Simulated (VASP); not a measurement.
## Sr2C: single point with r2SCAN

The system is Sr2C.

```
C Sr
1.0
     0.00000    3.36014    3.36014
     3.36014    0.00000    3.36014
     3.36014    3.36014    0.00000
C Sr
1 2
Direct
  0.00000 0.00000 0.00000
  0.25000 0.25000 0.25000
  0.75000 0.75000 0.75000
```

```yaml
Program: VASP 6.6.1
Task: single point
Functional: r2SCAN
Potentials_or_basis: VASP PAW PBE potentials, release 64 (C, Sr_sv)
Cutoff: 520 eV
k_mesh: 6 × 6 × 6
Occupations: fermi-dirac, width 0.02 eV
Spin: no spin polarisation
```

| Property | Result |
| --- | --- |
| Pressure | 0.2 GPa |
| Band gap on the k mesh | 0.06 eV |

Levels at points of the mesh, in eV from the valence-band top:
```csv
k point,band 9,band 10,band 11,band 12,band 13,band 14,band 15,band 16
"(0.00, 0.00, 0.00)",-8.81,-1.45,-1.45,-1.45,0.18,1.54,1.54,5.59
"(0.50, 0.00, 0.00)",-8.31,-1.62,-0.61,-0.61,2.23,2.96,2.96,4.10
"(0.50, 0.50, 0.00)",-8.24,-1.98,0.00,0.00,0.06,2.47,2.58,5.03
```

It took 80 s on 1 thread of AMD EPYC 9R14 (Zen 4) (shared host), peak memory 0.19 GiB.

Caveat: the PAW data sets were made with another functional, which shifts forces and pressure a little. A k mesh can miss the band edges.
